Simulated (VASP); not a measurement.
Runs of VASP 6.6.1 on P. The structure is that of space group Fm-3m (No. 225), or close to it. The cells are those of the table. This isn't the form of P at room conditions, which is orthorhombic.

```csv
task,cell,gap on the mesh (eV),pressure (GPa)
relaxation of cell and atoms,"relaxed to 20 GPa from a = 2.744 Å, angles 60.0°, 1 atom",none,20.1
single point,"a = 2.449 Å, angles 60.0°, 1 atom",none,59.2
single point,"a = 2.740 Å, angles 60.0°, 1 atom",none,(a)
relaxation of cell and atoms,"relaxed from a = 2.744 Å, angles 60.0°, 1 atom",none,0.1
single point,"a = 2.512 Å, angles 60.0°, 1 atom",none,39.4
single point,"a = 2.598 Å, angles 60.0°, 1 atom",none,19.7
```

Alike in all rows: level PBE; potentials or basis VASP PAW PBE potentials, release 64 (P); no spin polarisation; k mesh 21 × 21 × 21; cutoff (eV) 500; smearing fermi-dirac 0.05 eV.

Problem. Estimate the missing entries.

Solution. (a) -0.2.

Caveats: the cell stands under pressure (at least some runs); the cell is relaxed towards a set pressure, so the run minimises the enthalpy, not the energy (at least some runs).

A gap of «none» marks levels without a gap at the run's occupations.
